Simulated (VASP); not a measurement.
A run of VASP 6.6.1 is set up as follows.

The input INCAR:

```
  PREC = Accurate
  ENCUT = 520
  EDIFF = 1E-6
  ISMEAR = 0
  SIGMA = 0.6
  LREAL = False
  LASPH = True
  NELM = 80
  ALGO = Normal
  ISIF = 2
  LWAVE = False
  LCHARG = False
  GGA = PE
  NBANDS = 10
```

File KPOINTS:

```
regular mesh
0
Gamma
  11 11 11
```

POSCAR

```
Na
1.0
   -2.0985562613      2.0985562613      2.0985562613
    2.0985562613     -2.0985562613      2.0985562613
    2.0985562613      2.0985562613     -2.0985562613
Na
1
Direct
    0.0000000000      0.0000000000      0.0000000000
```

Potentials or basis: VASP PAW PBE potentials, release 64 (Na_pv).

Run with:

```console
$ cat potpaw_PBE.64/Na_pv/POTCAR > POTCAR
$ mpirun -np 1 vasp_std > vasp.out
```

**Question.** Estimate the pressure.

**Answer.** 0.1 GPa.
